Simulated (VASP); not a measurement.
# Ta3P2 (P-3m1) in VASP: a series of runs, part 2 of 2

VASP 6.6.1. Earlier steps stand in the parts before.

**4. Single point, PBE**

This run uses another cell than the first one, of 16.98 Å³/atom.

INCAR

```
SYSTEM = Ta3P2
PREC = Accurate ; ENCUT = 520
EDIFF = 1E-6 ; ISMEAR = 0
SIGMA = 0.1 ; LREAL = .FALSE.
LASPH = .TRUE. ; NELM = 60
ALGO = Normal ; ISIF = 2
LWAVE = .FALSE. ; LCHARG = .FALSE.
GGA = PE ; NBANDS = 30
```

KPOINTS

```
Automatic mesh
0
G
  12 12 6
  0 0 0
```

POSCAR

```
Ta3P2
1.0
    3.9991951966      0.0000000000      0.0000000000
   -1.9995975983      3.4634046349      0.0000000000
    0.0000000000      0.0000000000      6.1298013341
Ta P
3 2
Direct
    0.0000000000      0.0000000000      0.0000000000
    0.3333333333      0.6666666667      0.6436348556
    0.6666666667      0.3333333333      0.3563651444
    0.3333333333      0.6666666667      0.2195857468
    0.6666666667      0.3333333333      0.7804142532
```

Potentials or basis: VASP PAW PBE potentials, release 64 (Ta_pv, P).

Launch:

```bash
$ cat potpaw_PBE.64/Ta_pv/POTCAR potpaw_PBE.64/P/POTCAR > POTCAR
$ mpirun -np 1 vasp_std > vasp.out
```

OUTCAR:

```text
SYSTEM = Ta3P2
   PREC = Accurate
   ENCUT = 520
   EDIFF = 1E-6
   ISMEAR = 0
   LREAL = .FALSE.
   LASPH = .TRUE.
   NELM = 60
   ISIF = 2
   GGA = PE

 ion  position               nearest neighbor table
   1  0.000  0.000  0.000-   4 2.67   5 2.67   4 2.67   5 2.67   5 2.67   4 2.67   2 3.18   3 3.18
                             2 3.18   3 3.18   2 3.18   3 3.18
   2  0.333  0.667  0.644-   5 2.46   5 2.46   5 2.46   4 2.60   3 2.90   3 2.90   3 2.90   1 3.18
                             1 3.18   1 3.18
   3  0.667  0.333  0.356-   4 2.46   4 2.46   4 2.46   5 2.60   2 2.90   2 2.90   2 2.90   1 3.18
[... 1001 lines left out ...]
  -------------------------------------------------------------------------------------
  Total        0.0510893      0.0510893      0.0364929     -0.0000000      0.0000000      0.0000000
  in kB        0.9640917      0.9640917      0.6886473     -0.0000000      0.0000000      0.0000000
  external PRESSURE =       0.8722769 kB  Pullay stress =       0.0000000 kB

 VOLUME and BASIS-vectors are now :
 -----------------------------------------------------------------------------
  energy-cutoff  :      520.00
  volume of cell :       84.90
      direct lattice vectors                 reciprocal lattice vectors
     3.999195197  0.000000000  0.000000000     0.250050310  0.144366614  0.000000000
    -1.999597598  3.463404635  0.000000000     0.000000000  0.288733228  0.000000000
     0.000000000  0.000000000  6.129801334     0.000000000  0.000000000  0.163137424

 POSITION                                       TOTAL-FORCE (eV/Angst)
 -----------------------------------------------------------------------------------
      0.00000      0.00000      0.00000         0.000000      0.000000      0.000000
     -0.00000      2.30894      3.94535        -0.000000     -0.000000     -0.011457
      1.99960      1.15447      2.18445        -0.000000      0.000000      0.011457
     -0.00000      2.30894      1.34602         0.000000     -0.000000     -0.007394
      1.99960      1.15447      4.78378        -0.000000      0.000000      0.007394
 -----------------------------------------------------------------------------------
    total drift:                                0.000000      0.000000     -0.000000

  FREE ENERGIE OF THE ION-ELECTRON SYSTEM (eV)
  ---------------------------------------------------
  free  energy   TOTEN  =       -47.6600782936 eV

  energy  without entropy=      -47.6391161137  energy(sigma->0) =      -47.64959720
```

OSZICAR:

```text
N       E                     dE             d eps       ncg     rms          rms(c)
DAV:   1     0.356461430581E+03    0.35646E+03   -0.22524E+04  6072   0.140E+03
DAV:   2    -0.335011408039E+02   -0.38996E+03   -0.37943E+03  6708   0.394E+02
DAV:   3    -0.501874802761E+02   -0.16686E+02   -0.16146E+02  7840   0.734E+01
DAV:   4    -0.504737313245E+02   -0.28625E+00   -0.28444E+00  7416   0.921E+00
DAV:   5    -0.504788512015E+02   -0.51199E-02   -0.51171E-02  7700   0.115E+00    0.272E+01
DAV:   6    -0.480983162060E+02    0.23805E+01   -0.10882E+01  7128   0.188E+01    0.129E+01
DAV:   7    -0.483461760573E+02   -0.24786E+00   -0.11335E+01  7794   0.122E+01    0.770E+00
DAV:   8    -0.476604458223E+02    0.68573E+00   -0.19984E+00  7472   0.693E+00    0.248E+00
DAV:   9    -0.476644866875E+02   -0.40409E-02   -0.18954E-01  7606   0.216E+00    0.580E-01
DAV:  10    -0.476601225008E+02    0.43642E-02   -0.25977E-02  7196   0.730E-01    0.361E-01
DAV:  11    -0.476604590669E+02   -0.33657E-03   -0.37157E-03  7680   0.291E-01    0.154E-01
DAV:  12    -0.476600746615E+02    0.38441E-03   -0.18575E-03  7524   0.190E-01    0.450E-02
DAV:  13    -0.476600776404E+02   -0.29789E-05   -0.73333E-05  6984   0.464E-02    0.189E-02
DAV:  14    -0.476600782936E+02   -0.65317E-06   -0.97277E-06  6990   0.129E-02
   1 F= -.47660078E+02 E0= -.47649597E+02  d E =-.209622E-01
```

stdout:

```text
POSCAR found type information on POSCAR TaP
 POSCAR found :  2 types and       5 ions
 scaLAPACK will be used
 LDA part: xc-table for (Slater+PW92), standard interpolation
 POSCAR, INCAR and KPOINTS ok, starting setup
 FFT: planning ... GRIDC
 FFT: planning ... GRID_SOFT
 FFT: planning ... GRID
 WAVECAR not read
 entering main loop
```

Run time: 4.1 min. Hardware: 1 thread of Intel Xeon Platinum 8259CL at 2.50GHz (Skylake/Cascade Lake), shared host; peak memory 0.34 GiB.

Results:

```yaml
Free_energy: -47.6601 eV
Pressure: 0.1 GPa
Largest_force: 0.011 eV/Å
Band_gap_on_the_k_mesh: zero (an odd number of electrons rules out a gap without spin polarisation)
```

Forces on the atoms (eV/Å):
```
Ta   0.000  0.000  0.000
Ta   0.000  0.000 -0.011
Ta   0.000  0.000  0.011
P    0.000  0.000 -0.007
P    0.000  0.000  0.007
```

Caveat: spin-orbit coupling is left out, which moves the levels of the heavy elements.

**5. Relaxation of cell and atoms, PBE**

INCAR

```
SYSTEM = Ta3P2
  PREC = Accurate
  ENCUT = 600
  EDIFF = 1E-6
  ISMEAR = 0
  SIGMA = 0.1
  LREAL = .False.
  LASPH = .True.
  NELM = 60
  ALGO = Normal
  ISIF = 3
  LWAVE = .False.
  LCHARG = .False.
  GGA = PE
  IBRION = 2
  NSW = 90
  EDIFFG = -0.04
```

KPOINTS

```
Automatic mesh
0
Gamma
  6 6 4
  0 0 0
```

POSCAR

```
Ta3P2
1.0
    3.9433692111      0.0000000000      0.0000000000
   -1.9716846055      3.4150579133      0.0000000000
    0.0000000000      0.0000000000      6.1352419451
Ta P
3 2
Direct
    0.0000000000      0.0000000000      0.0000000000
    0.3333333333      0.6666666667      0.6450000000
    0.6666666667      0.3333333333      0.3550000000
    0.3333333333      0.6666666667      0.2450000000
    0.6666666667      0.3333333333      0.7550000000
```

Launch:

```bash
$ cat potpaw_PBE.64/Ta_pv/POTCAR potpaw_PBE.64/P/POTCAR > POTCAR
$ mpirun -np 1 vasp_std > vasp.out
```

Run time: 9.7 min. Hardware: 1 thread of Intel Xeon Platinum 8259CL at 2.50GHz (Skylake/Cascade Lake), shared host; peak memory 0.25 GiB.

The run converged. Its results:

| Quantity | Value |
| --- | --- |
| Free energy | -47.6748 eV |
| Relaxed volume | 17.01 Å³/atom |
| Relaxed cell | a = 4.005 Å, b = 4.005 Å, c = 6.122 Å, α = 90.00°, β = 90.00°, γ = 120.00° |
| Space group after relaxing (to 0.1 Å) | P-3m1 (No. 164) |
| Energy gained by relaxing | 66.1 meV/atom |
| Ionic steps | 12 |
| Pressure after relaxing | 0.0 GPa |
| Largest force after relaxing | 0.015 eV/Å |
| Band gap on the k mesh | zero (an odd number of electrons rules out a gap without spin polarisation) |

Forces in eV/Å, atoms in the order of the input:
```
Ta   0.000  0.000  0.000
Ta   0.000  0.000 -0.006
Ta   0.000  0.000  0.006
P    0.000  0.000  0.015
P    0.000  0.000 -0.015
```

Stress tensor (GPa, compression positive):
```
-0.19  0.00  0.00
 0.00 -0.19  0.00
 0.00  0.00  0.23
```

Step by step:
| step | energy change (eV) | largest force (eV/Å) | pressure (GPa) | volume (Å³) |
| --- | --- | --- | --- | --- |
| 1 | 0.0000 | 1.8297 | 10.40 | 82.62 |
| 2 | 0.3448 | 0.4709 | -17.03 | 96.12 |
| 3 | -0.2051 | 0.8219 | -2.23 | 87.37 |
| 4 | -0.2055 | 0.8550 | -1.80 | 87.18 |
| 5 | -0.2775 | 0.5534 | -0.73 | 86.12 |
| 6 | -0.3217 | 0.2499 | 1.83 | 84.21 |
| 7 | -0.3224 | 0.2515 | 1.52 | 84.41 |
| 8 | -0.3160 | 0.1770 | -2.79 | 86.17 |
| 9 | -0.3286 | 0.1521 | -0.32 | 85.13 |
| 10 | -0.3298 | 0.0124 | 0.21 | 84.91 |
| 11 | -0.3299 | 0.0232 | 0.10 | 84.95 |
| 12 | -0.3305 | 0.0153 | -0.05 | 85.03 |

Final structure:
```cif
data_structure
_symmetry_space_group_name_H-M 'P 1'
_symmetry_Int_Tables_number 1
_cell_length_a 4.0047
_cell_length_b 4.0047
_cell_length_c 6.1218
_cell_angle_alpha 90.000
_cell_angle_beta 90.000
_cell_angle_gamma 120.000
_cell_volume 85.03
loop_
_atom_site_label
_atom_site_type_symbol
_atom_site_fract_x
_atom_site_fract_y
_atom_site_fract_z
_atom_site_occupancy
Ta1 Ta 0.00000 0.00000 0.00000 1
Ta2 Ta 0.33333 0.66667 0.64291 1
Ta3 Ta 0.66667 0.33333 0.35709 1
P1 P 0.33333 0.66667 0.21939 1
P2 P 0.66667 0.33333 0.78061 1
```

Levels at points of the mesh, in eV from the Fermi level:
```
           k point  band 18  band 19  band 20  band 21  band 22  band 23  band 24  band 25
(0.00, 0.00, 0.00)    -3.06    -3.06    -0.52     0.50     0.52     0.52     1.19     1.23
(0.50, 0.00, 0.00)    -3.43    -1.82    -1.42    -0.01     0.03     0.20     0.33     0.90
(0.00, 0.00, 0.50)    -2.00    -2.00    -1.24    -1.24    -0.75    -0.43    -0.43     0.94
(0.50, 0.00, 0.50)    -2.38    -1.71    -1.70    -0.64    -0.17     0.18     0.42     0.82
```

Caveat: spin-orbit coupling is left out, which moves the levels of the heavy elements.

**6. Relaxation of cell and atoms, PBE**

This run uses another cell than the first one, of 17.00 Å³/atom.

INCAR

```
SYSTEM = Ta3P2
PREC = Accurate
ENCUT = 600
EDIFF = 1E-7
ISMEAR = 0
SIGMA = 0.1
LREAL = .False.
LASPH = .True.
NELM = 80
ALGO = Normal
ISIF = 3
LWAVE = .False.
LCHARG = .False.
GGA = PE
IBRION = 2
NSW = 100
EDIFFG = -0.01
```

KPOINTS

```
regular mesh
0
Gamma
  12 12 6
  0 0 0
```

POSCAR

```
Ta3P2
1.0
    4.0014941883      0.0000000000      0.0000000000
   -2.0007470941      3.4653956201      0.0000000000
    0.0000000000      0.0000000000      6.1285372469
Ta P
3 2
Direct
    0.0000000000      0.0000000000      0.0000000000
    0.3333333333      0.6666666667      0.6429743620
    0.6666666667      0.3333333333      0.3570256380
    0.3333333333      0.6666666667      0.2199465963
    0.6666666667      0.3333333333      0.7800534037
```

Potentials or basis: VASP PAW PBE potentials, release 64 (Ta_pv, P).

Launch:

```bash
$ cat potpaw_PBE.64/Ta_pv/POTCAR potpaw_PBE.64/P/POTCAR > POTCAR
$ mpirun -np 1 vasp_std > vasp.out
```

It took 14 min on 1 thread of Intel Xeon Platinum 8259CL at 2.50GHz (Skylake/Cascade Lake), shared host; peak memory 0.38 GiB.

The run converged. Its results:

* Free energy: -47.6615 eV
* Relaxed volume: 16.98 Å³/atom
* Relaxed cell: a = 3.998 Å, b = 3.998 Å, c = 6.134 Å, α = 90.00°, β = 90.00°, γ = 120.00°
* Space group after relaxing (to 0.1 Å): P-3m1 (No. 164)
* Energy gained by relaxing: 0.1 meV/atom
* Ionic steps: 4
* Pressure after relaxing: 0.1 GPa
* Largest force after relaxing: 0.010 eV/Å
* Band gap on the k mesh: zero (an odd number of electrons rules out a gap without spin polarisation)

Forces on the atoms (eV/Å):
```
Ta   0.000  0.000  0.000
Ta   0.000  0.000 -0.002
Ta   0.000  0.000  0.002
P    0.000  0.000 -0.010
P    0.000  0.000  0.010
```

The path:
| step | energy change (eV) | largest force (eV/Å) | pressure (GPa) | volume (Å³) |
| --- | --- | --- | --- | --- |
| 1 | 0.0000 | 0.0606 | 0.00 | 84.98 |
| 2 | -0.0003 | 0.0169 | -0.06 | 84.99 |
| 3 | -0.0003 | 0.0109 | -0.05 | 84.99 |
| 4 | -0.0004 | 0.0096 | 0.08 | 84.92 |

Final structure:
```xyz
5
Lattice="3.9982 0.0000 0.0000 -1.9991 3.4625 0.0000 0.0000 0.0000 6.1344" Properties=species:S:1:pos:R:3 pbc="T T T"
Ta    0.0000    0.0000    6.1344
Ta    0.0000    2.3083    3.9466
Ta    1.9991    1.1542    2.1878
P     0.0000    2.3083    1.3472
P     1.9991    1.1542    4.7872
```

Levels at points of the mesh, in eV from the Fermi level:
```csv
k point,band 20,band 21,band 22,band 23,band 24,band 25
"(0.00, 0.00, 0.00)",-0.51,0.53,0.53,0.53,1.18,1.23
"(0.50, 0.00, 0.00)",-1.41,0.00,0.05,0.18,0.34,0.81
"(0.00, 0.00, 0.50)",-1.25,-1.25,-0.75,-0.43,-0.43,0.97
"(0.50, 0.00, 0.50)",-1.70,-0.63,-0.15,0.19,0.44,0.84
```

Caveat: spin-orbit coupling is left out, which moves the levels of the heavy elements.

**7. The runs side by side**

```csv
task,cell,k mesh,cutoff (eV),gap on the mesh (eV),pressure (GPa),relaxed volume (Å³/atom),largest force (eV/Å)
single point,"a = 3.943, b = 3.943, c = 6.135 Å, angles 90.0, 90.0, 120.0°, 5 atoms, atomic positions A",6 × 6 × 4,520,none,10.4,-,1.83
single point,"a = 4.001, b = 4.001, c = 6.129 Å, angles 90.0, 90.0, 120.0°, 5 atoms, atomic positions B",6 × 6 × 4,520,none,0.1,-,0.03
single point,"a = 3.999, b = 3.999, c = 6.130 Å, angles 90.0, 90.0, 120.0°, 5 atoms, atomic positions B",12 × 12 × 6,520,none,0.1,-,0.01
relaxation of cell and atoms,"relaxed from a = 3.943, b = 3.943, c = 6.135 Å, angles 90.0, 90.0, 120.0°, 5 atoms, atomic positions A",6 × 6 × 4,600,none,0.0,17.01,0.02
relaxation of cell and atoms,"relaxed from a = 4.001, b = 4.001, c = 6.129 Å, angles 90.0, 90.0, 120.0°, 5 atoms, atomic positions B",12 × 12 × 6,600,none,0.1,16.98,0.01
```

Alike in all rows: level PBE; potentials or basis VASP PAW PBE potentials, release 64 (Ta_pv, P); no spin polarisation; smearing gaussian 0.1 eV.

Caveats: spin-orbit coupling is left out, which moves the levels of the heavy elements; the cell stands under pressure (at least some runs); forces of over 1 eV/Å act on the atoms, so gaps and moduli don't describe the material at rest (at least some runs).

Total energies depend on the potentials used, so only differences within one code and one set of settings carry meaning.
